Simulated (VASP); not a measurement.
# GaN (F-43m) in VASP: notebook

The runs below take GaN through vibrations by perturbation theory, with PBEsol.

Everything below comes from runs of VASP 6.6.1. Logs are shortened: lines on timing, memory, paths and dates and some standing lists are left out, and cuts for length are marked.

**1. The cell of the first run**

Symmetry: F-43m, No. 216, cubic system. The conventional cell has a = 4.476 Å, b = 4.476 Å, c = 4.476 Å, α = 90.00°, β = 90.00°, γ = 90.00°. Ga (site symmetry -43m) has 4 N at 1.94 Å within 2.6 Å. N (site symmetry -43m) has 4 Ga at 1.94 Å within 2.6 Å.

**2. Vibrations by perturbation theory, PBEsol (11.21 Å³/atom)**

INCAR reads:

```
PREC = Accurate
ENCUT = 520
EDIFF = 1E-8
ISMEAR = 0
SIGMA = 0.01
LREAL = False
LASPH = True
NELM = 100
ALGO = Normal
ISIF = 2
LWAVE = False
LCHARG = False
GGA = PS
NBANDS = 16
IBRION = 8
NSW = 1
```

KPOINTS reads:

```
Automatic mesh
0
Gamma
  8 8 8
```

POSCAR reads:

```
GaN
1.0
    0.0000000000      2.2378373592      2.2378373592
    2.2378373592      0.0000000000      2.2378373592
    2.2378373592      2.2378373592      0.0000000000
Ga N
1 1
Direct
    0.0000000000      0.0000000000      0.0000000000
    0.2500000000      0.2500000000      0.2500000000
```

Potentials or basis: VASP PAW PBE potentials, release 64 (Ga_d, N).

Command:

```console
$ cat potpaw_PBE.64/Ga_d/POTCAR potpaw_PBE.64/N/POTCAR > POTCAR
$ mpirun -np 1 vasp_std > vasp.out
```

OUTCAR:

```text
PREC = Accurate
   ENCUT = 520
   EDIFF = 1E-8
   ISMEAR = 0
   LREAL = False
   LASPH = True
   NELM = 100
   ISIF = 2
   GGA = PS
   IBRION = 8
   NSW = 1

 ion  position               nearest neighbor table
   1  0.000  0.000  0.000-   2 1.94   2 1.94   2 1.94   2 1.94
   2  0.250  0.250  0.250-   1 1.94   1 1.94   1 1.94   1 1.94

  LATTYP: Found a face centered cubic cell.
 ALAT       =     4.4756747184

  Lattice vectors:

 A1 = (   0.0000000000,   2.2378373592,   2.2378373592)
 A2 = (   2.2378373592,   0.0000000000,   2.2378373592)
 A3 = (   2.2378373592,   2.2378373592,   0.0000000000)

Analysis of symmetry for initial positions (statically):
=====================================================================
 Subroutine PRICEL returns:
 Original cell was already a primitive cell.

 Routine SETGRP: Setting up the symmetry group for a
 face centered cubic supercell.

 Subroutine GETGRP returns: Found 24 space group operations
 (whereof 24 operations were pure point group operations)
 out of a pool of 48 trial point group operations.

The static configuration has the point symmetry T_d .

Analysis of symmetry for dynamics (positions and initial velocities):
=====================================================================
 Subroutine PRICEL returns:
 Original cell was already a primitive cell.

 Routine SETGRP: Setting up the symmetry group for a
 face centered cubic supercell.

 Subroutine GETGRP returns: Found 24 space group operations
 (whereof 24 operations were pure point group operations)
 out of a pool of 48 trial point group operations.

The dynamic configuration has the point symmetry T_d .

 Subroutine INISYM returns: Found 24 space group operations
 (whereof 24 operations are pure point group operations),
 and found     1 'primitive' translations

----------------------------------------------------------------------------------------

                                     Primitive cell

  volume of cell :      22.4138

  direct lattice vectors                    reciprocal lattice vectors
     0.000000000  2.237837359  2.237837359    -0.223429999  0.223429999  0.223429999
     2.237837359  0.000000000  2.237837359     0.223429999 -0.223429999  0.223429999
     2.237837359  2.237837359  0.000000000     0.223429999  0.223429999 -0.223429999

  length of vectors
     3.164779944  3.164779944  3.164779944     0.386992111  0.386992111  0.386992111

  position of ions in fractional coordinates (direct lattice)
     0.000000000  0.000000000  0.000000000
     0.250000000  0.250000000  0.250000000

  ion indices of the primitive-cell ions
   primitive index   ion index
                 1           1
                 2           2

----------------------------------------------------------------------------------------

 KPOINTS: Automatic mesh

Automatic generation of k-mesh.
 Grid dimensions read from file:
 generate k-points for:    8    8    8

 Generating k-lattice:

  Cartesian coordinates                     Fractional coordinates (reciprocal lattice)
    -0.027928750  0.027928750  0.027928750     0.125000000  0.000000000  0.000000000
     0.027928750 -0.027928750  0.027928750     0.000000000  0.125000000  0.000000000
     0.027928750  0.027928750 -0.027928750     0.000000000  0.000000000  0.125000000

  Length of vectors
     0.048374014  0.048374014  0.048374014

  Shift w.r.t. Gamma in fractional coordinates (k-lattice)
     0.000000000  0.000000000  0.000000000

[... 72 lines left out ...]
  Fermi-wavevector in a.u.,A,eV,Ry     =   1.521693  2.875584 31.504980  2.315551
  Thomas-Fermi vector in A             =   2.630374
   LORBIT       =      0    0 simple, 1 ext, 2 COOP (PROOUT), +10 PAW based schemes
   GGA     = PS    functional components
   LHFCALC =     F    Hartree Fock is set to
   AEXX    =    0.0000 exact exchange contribution
   IVDW    =     0    specifies the selected vdW correction
   LEPSILON=     F    determine dielectric tensor
   LRPA    =     F    only Hartree local field effects (RPA)
 non-spin polarized calculation
 Gauss-broadening in eV      SIGMA  =   0.01
  energy-cutoff  :      520.00
  volume of cell :       22.41
 maximum number of plane-waves:       620
   NGX = 11   NGY = 11   NGZ = 11

--------------------------------------- Ionic step        1  -------------------------------------------

 number of electron      18.0000015 magnetization

 Free energy of the ion-electron system (eV)
  ---------------------------------------------------
  ext. energy  EPLUGINS =         0.00000000
  ---------------------------------------------------
  free energy    TOTEN  =       -13.11931033 eV

  energy without entropy =      -13.11931033  energy(sigma->0) =      -13.11931033

 E-fermi :   5.4233     XC(G=0): -12.0145

 val. band max:        5.3808095076   @ k =   0.0000   0.0000   0.0000
 cond. band min:       7.1973177233   @ k =   0.0000   0.0000   0.0000
 fundamental gap:      1.8165082157
 Fermi energy:         5.4233078374

 k-point     1 :       0.0000    0.0000    0.0000
  band No.  band energies     occupation
      1     -10.7342      2.00000
      2      -8.0436      2.00000
      3      -8.0436      2.00000
      4      -8.0436      2.00000
      5      -7.6966      2.00000
      6      -7.6966      2.00000
[... 433 lines left out ...]
      3      -7.8649      2.00000
      4      -7.7202      2.00000
      5      -7.6617      2.00000
      6      -6.1239      2.00000
[... 8 lines left out ...]
     15      24.2384      0.00000
     16      26.5678      0.00000

 [... further k-points ...]

------------------------ aborting loop because EDIFF is reached ----------------------------------------

  FORCE on cell =-STRESS in cart. coord.  units (eV):
  Direction    XX          YY          ZZ          XY          YZ          ZX
  --------------------------------------------------------------------------------------
  -------------------------------------------------------------------------------------
  Total        0.3744013      0.3744013      0.3744013     -0.0000000      0.0000000     -0.0000000
  in kB       26.7628532     26.7628532     26.7628532     -0.0000000      0.0000000     -0.0000000
  external PRESSURE =      26.7628532 kB  Pullay stress =       0.0000000 kB

 VOLUME and BASIS-vectors are now :
 -----------------------------------------------------------------------------
  energy-cutoff  :      520.00
  volume of cell :       22.41
      direct lattice vectors                 reciprocal lattice vectors
     0.000000000  2.237837359  2.237837359    -0.223429999  0.223429999  0.223429999
     2.237837359  0.000000000  2.237837359     0.223429999 -0.223429999  0.223429999
     2.237837359  2.237837359  0.000000000     0.223429999  0.223429999 -0.223429999

 POSITION                                       TOTAL-FORCE (eV/Angst)
 -----------------------------------------------------------------------------------
      0.00000      0.00000      0.00000        -0.000000     -0.000000      0.000000
      1.11892      1.11892      1.11892         0.000000      0.000000     -0.000000
 -----------------------------------------------------------------------------------
    total drift:                                0.000001      0.000001      0.000001

  FREE ENERGIE OF THE ION-ELECTRON SYSTEM (eV)
  ---------------------------------------------------
  free  energy   TOTEN  =       -13.1193103305 eV

  energy  without entropy=      -13.1193103305  energy(sigma->0) =      -13.11931033

[... ionic steps 2 to 3 ...]

--------------------------------------- Ionic step        4  -------------------------------------------

------------------------ aborting loop because EDIFF is reached ----------------------------------------

[... ionic steps 5 to 6 ...]

--------------------------------------- Ionic step        7  -------------------------------------------

 Free energy of the ion-electron system (eV)
  ---------------------------------------------------
  ---------------------------------------------------
  free energy    TOTEN  =        -0.23217241 eV

  energy without entropy =       -0.23217241

------------------------ aborting loop because EDIFF is reached ----------------------------------------

 INTERNAL STRAIN TENSOR  FOR ION    2  DIRECTION 1   (eV/Angst):
 -----------------------------------------------------------------------------
     0.00577  0.00000  0.00000
     0.00000 -0.00743 -9.01170
     0.00000 -9.01170 -0.00743

 INTERNAL STRAIN TENSOR FOR ION    2 for displacements in x,y,z  (eV/Angst):
          X           Y           Z          XY          YZ          ZX
  --------------------------------------------------------------------------------
  x     0.00000    -0.00000    -0.00000     0.00000    -9.01170     0.00000
  y    -0.00000    -0.00000    -0.00000     0.00000     0.00000    -9.01170
  z    -0.00000    -0.00000     0.00000    -9.01170     0.00000     0.00000

 SECOND DERIVATIVES (NOT SYMMETRIZED)
 ------------------------------------
               1X          1Y          1Z          2X          2Y          2Z
  1X   -12.772587    0.000000    0.000000   12.772587    0.000000    0.000000
  1Y     0.000000  -12.772587    0.000000    0.000000   12.772587    0.000000
  1Z     0.000000    0.000000  -12.772587    0.000000    0.000000   12.772587
  2X    12.748905    0.000000    0.000000  -12.748905    0.000000    0.000000
  2Y     0.000000   12.748905    0.000000    0.000000  -12.748905    0.000000
  2Z     0.000000    0.000000   12.748905    0.000000    0.000000  -12.748905

 Eigenvectors and eigenvalues of the dynamical matrix
 ----------------------------------------------------

   1 f  =   16.349786 THz   102.728732 2PiTHz  545.370142 cm-1    67.617249 meV
             X         Y         Z           dx          dy          dz
      0.000000  0.000000  0.000000     0.000000    0.409251    0.000000
      1.118919  1.118919  1.118919     0.000000   -0.912422    0.000000
[... 21 lines left out ...]
   6 f/i=    0.005665 THz     0.035596 2PiTHz    0.188974 cm-1     0.023430 meV
             X         Y         Z           dx          dy          dz
      0.000000  0.000000  0.000000     0.000000    0.000000    0.912422
      1.118919  1.118919  1.118919     0.000000    0.000000    0.409251

--------------------------------------------------------------------------------------------------------

 ELASTIC MODULI CONTR FROM IONIC RELAXATION (kBar)
 Direction    XX          YY          ZZ          XY          YZ          ZX
 --------------------------------------------------------------------------------
 XX          -0.0000     -0.0000      0.0000     -0.0000      0.0000     -0.0000
 YY          -0.0000     -0.0000     -0.0000     -0.0000     -0.0000     -0.0000
 ZZ           0.0000     -0.0000     -0.0000      0.0000     -0.0000     -0.0000
 XY          -0.0000     -0.0000      0.0000   -423.1183      0.0000      0.0000
 YZ           0.0000     -0.0000     -0.0000      0.0000   -423.1183      0.0000
 ZX          -0.0000     -0.0000     -0.0000      0.0000      0.0000   -423.1183
 --------------------------------------------------------------------------------
```

It took 72 s on 1 thread of Intel Xeon Platinum 8488C (Sapphire Rapids), shared host; peak memory 0.21 GiB.

What came out:

```
Highest phonon frequency at Γ, LO-TO splitting left out : 545 cm⁻¹
```

Phonon frequencies in cm⁻¹ (negative: imaginary):
```tsv
q point	frequencies
(0.000, 0.000, 0.000)	0 0 0 545 545 545
```

Caveat: the cell stands under pressure or tension, which shifts response properties; the PAW data sets were made with another functional, which shifts forces and pressure a little.

[end of part 1 of 2]
